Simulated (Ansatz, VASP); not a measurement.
## Two plane-wave programs on SiW4

File INCAR:

```
PREC     = Accurate       # precision mode
ENCUT    = 520            # plane-wave cutoff, eV
EDIFF    = 1E-7           # SCF threshold, eV
ISMEAR   = 0              # smearing method
SIGMA    = 0.1            # smearing width, eV
LREAL    = False          # projectors in reciprocal space
LASPH    = True           # aspherical terms in the spheres
NELM     = 100            # most SCF steps
ALGO     = Normal         # electronic algorithm
ISIF     = 2              # what is computed and relaxed
LWAVE    = False          # write WAVECAR
LCHARG   = False          # write CHGCAR
GGA      = PE             # functional
NBANDS   = 38             # bands
```

KPOINTS

```
Automatic mesh
0
Gamma
  4 4 4
```

File POSCAR:

```
SiW4
1.0
    4.6116369500      0.0000000000      0.0000000000
    0.0000000000      4.6116369500      0.0000000000
    0.0000000000      0.0000000000      4.3866159800
Si W
1 4
Direct
    0.0000000000      0.0000000000      0.0000000000
    0.1985496600      0.5000000000      0.5000000000
    0.8014503400      0.5000000000      0.5000000000
    0.5000000000      0.1985496600      0.5000000000
    0.5000000000      0.8014503400      0.5000000000
```

Input for Ansatz:

```yaml
crystal:
  lattice:
    - [4.61163695, 0.0, 0.0]
    - [0.0, 4.61163695, 0.0]
    - [0.0, 0.0, 4.38661598]
  atoms:
    - { symbol: Si, position: [0.0, 0.0, 0.0] }
    - { symbol: W, position: [0.19854966, 0.5, 0.5] }
    - { symbol: W, position: [0.80145034, 0.5, 0.5] }
    - { symbol: W, position: [0.5, 0.19854966, 0.5] }
    - { symbol: W, position: [0.5, 0.80145034, 0.5] }
basis:
  ecutwfc: 420
kpoints:
  mp_grid: { grid: [4, 4, 4] }
hamiltonian:
  xc: pbe
scf:
  occupations: { method: gaussian, width: 0.1 }
  lower_state_search: "off"
output:
  forces: true
  stress: true
  eigenvalues: true
```

Alike in both runs: task single point; functional PBE; k mesh 4 × 4 × 4; occupations gaussian, width 0.1 eV; no spin polarisation.

|  | VASP | Ansatz |
| --- | --- | --- |
| version | VASP 6.6.1 | Ansatz 0.2.0 |
| potentials or method | VASP PAW PBE potentials, release 64 (Si, W_sv), cutoff 520 eV | scalar-relativistic, plane waves, PAW |
| valence electrons in the cell | 60 | 60 |

Ansatz gave:

* gap on the k mesh at the Fermi level (eV): none
* rms of the force components (eV/Å): 0.024

Task: Estimate VASP's values.

Result: gap on the k mesh at the Fermi level (eV): none; rms of the force components (eV/Å): 0.459.

Atom by atom the forces differ by 0.434 eV/Å (rms over components). A gap of «none» marks a metal or a gap that the smearing closes. One of these differences is far larger than is usual between the two programs; its cause wasn't traced. With one functional, cell and mesh, what is left measures potentials, basis and numerics.

Spin-orbit coupling is off throughout.
